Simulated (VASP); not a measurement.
Ge, 1 atom in the cell. The structure is tetragonal, space group I4/mmm (No. 139). The conventional cell has a = 2.968 Å, b = 2.968 Å, c = 4.323 Å, α = 90.00°, β = 90.00°, γ = 90.00°. Ge (site symmetry 4/mmm) has 12 Ge at 2.97 to 3.01 Å within 3.9 Å.  This cell differs from its parent crystal: strain +0.000 along x and y, +0.030 along z.

```yaml
Program: VASP 6.6.1
Task: single point
Functional: PBE
Dispersion: D3(BJ)
Potentials_or_basis: VASP PAW PBE potentials, release 64 (Ge_d)
Cutoff: 520 eV
k_mesh: 20 × 20 × 20
Occupations: gaussian, width 0.15 eV
Spin: no spin polarisation
Dipole_correction: no
Further_INCAR_settings: ALGO = Normal; EDIFF = 1e-06; NBANDS = 13
```

Potentials or basis: VASP PAW PBE potentials, release 64 (Ge_d).

Launch:

```bash
$ cat potpaw_PBE.64/Ge_d/POTCAR > POTCAR
$ mpirun -np 1 vasp_std > vasp.out
```

Hardware: 1 thread of Intel Xeon 6975P-C (shared host).

Estimate the wall time of this run.

Run time: 47 s on 1 thread of Intel Xeon 6975P-C, on a shared host, peak memory 0.27 GiB. Counts: scf iterations 10, k points 641.
